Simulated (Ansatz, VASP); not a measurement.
Two plane-wave programs on HfN

File INCAR:

```
ALGO = Normal ; EDIFF = 1E-6
ENCUT = 520 ; GGA = PE
ISIF = 2 ; ISMEAR = -1
LASPH = T ; LCHARG = F
LREAL = F ; LWAVE = F
NBANDS = 14 ; NELM = 80
PREC = Accurate ; SIGMA = 0.1
```

KPOINTS

```
k-points
0
Gamma
  16 16 14
```

Contents of POSCAR:

```
HfN
1.0
    2.8593162351      0.0000000000      0.0000000000
   -1.4296581175      2.4762404970      0.0000000000
    0.0000000000      0.0000000000      2.7396664471
Hf N
1 1
Direct
    0.0000000000      0.0000000000      0.0000000000
    0.3333333333      0.6666666667      0.5000000000
```

Input for Ansatz:

```yaml
crystal:
  lattice:
    - [2.8593162351, 0.0, 0.0]
    - [-1.4296581175, 2.476240497, 0.0]
    - [0.0, 0.0, 2.7396664471]
  atoms:
    - { symbol: Hf, position: [0.0, 0.0, 0.0] }
    - { symbol: "N", position: [0.3333333333, 0.6666666667, 0.5] }
kpoints:
  mp_grid: { grid: [16, 16, 14] }
scf:
  occupations: { method: fermi_dirac, width: 0.1 }
hamiltonian:
  xc: pbe
  pseudopotentials: { kind: paw }
output:
  forces: true
  stress: true
  eigenvalues: true
  populations: true
```

Change from the starting cell: volume scaled by 0.8, PAW files.

Alike in both runs: task single point; functional PBE; k mesh 16 × 16 × 14; occupations fermi-dirac, width 0.1 eV; no spin polarisation.

|  | VASP | Ansatz |
| --- | --- | --- |
| version | VASP 6.6.1 | Ansatz 0.2.0 |
| potentials or method | VASP PAW PBE potentials, release 64 (Hf_pv, N) | PAW with Ansatz's default frozen-core files, scalar-relativistic |
| plane-wave cutoff (eV) | 520 | 420 |
| valence electrons in the cell | 15 | 31 |

```tsv
	VASP	Ansatz	Ansatz less VASP
pressure (GPa)	79.5	82.0	+2.43
traceless stress, the component that is largest in VASP (GPa)	-0.50	0.07	+0.573
```

Both programs put the cell under a high pressure, so it lies far from rest at this level. With one functional, cell and mesh, what is left measures potentials, basis and numerics. VASP's potentials hold 15 valence electrons a cell and Ansatz's 31, so a difference there can come from the potentials and not from the codes.

Spin-orbit coupling is off throughout. Noted on VASP's run: the cell as given lies far from equilibrium.
